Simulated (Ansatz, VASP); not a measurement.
One calculation of Ca, two programs

```
Ca
1.0
     3.82080    0.00000    0.00000
    -1.91040    3.30891    0.00000
     0.00000    0.00000    7.04160
Ca
2
Direct
  0.33333 0.66667 0.25000
  0.66667 0.33333 0.75000
```

Change from the starting cell: strain -0.040 along x and y, +0.080 along z, atoms carried along.

Alike in both runs: task single point; functional PBEsol; k mesh 12 × 12 × 8; occupations gaussian, width 0.15 eV; no spin polarisation.

|  | VASP | Ansatz |
| --- | --- | --- |
| version | VASP 6.6.1 | Ansatz 0.2.0 |
| potentials or method | VASP PAW PBE potentials, release 64 (Ca_sv), cutoff 520 eV | scalar-relativistic, plane waves, PAW |
| valence electrons in the cell | 20 | 20 |

```tsv
	VASP	Ansatz	Ansatz less VASP
gap on the k mesh at the Fermi level (eV)	none	none	-
pressure (GPa)	-1.2	-1.2	0.00
traceless stress, the component that is largest in VASP (GPa)	-2.34	-2.33	+0.004
```

VASP's potentials were made for PBE, not for PBEsol. A gap of «none» marks a metal or a gap that the smearing closes.
